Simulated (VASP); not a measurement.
# Nb: single point with PBEsol

Slab: Nb, a slab with vacuum.

```
Nb
1.0
     3.27262    0.00000    0.00000
     0.00000    3.27262    0.00000
     0.00000    0.00000   22.54520
Nb
5
Cartesian
  0.0000 0.0000 8.2038
  1.6363 1.6363 9.6059
  0.0000 0.0000 11.2726
  1.6363 1.6363 12.9393
  0.0000 0.0000 14.3414
```

```
Program             : VASP 6.6.1
Task                : single point
Functional          : PBEsol
Potentials or basis : VASP PAW PBE potentials, release 64 (Nb_sv)
Cutoff              : 520 eV
k mesh              : 11 × 11 × 1
Occupations         : fermi-dirac, width 0.05 eV
Spin                : no spin polarisation
```

```yaml
Largest_force: 0.014 eV/Å
```

Forces in eV/Å, atoms in the order of the input:
```
Nb   0.000  0.000  0.014
Nb   0.000  0.000  0.005
Nb   0.000  0.000  0.000
Nb   0.000  0.000 -0.005
Nb   0.000  0.000 -0.014
```

Levels at points of the mesh, in eV from the Fermi level:
```tsv
k point	band 31	band 32	band 33	band 34	band 35	band 36
(0.00, 0.00, 0.00)	0.27	0.28	0.28	0.51	0.51	0.55
```

It took 3 min on 1 thread of Intel(R) Xeon(R) 6975P-C (Granite Rapids), with other jobs on the host, peak memory 0.38 GiB.

Caveat: the PAW data sets were made with another functional, which shifts forces and pressure a little.
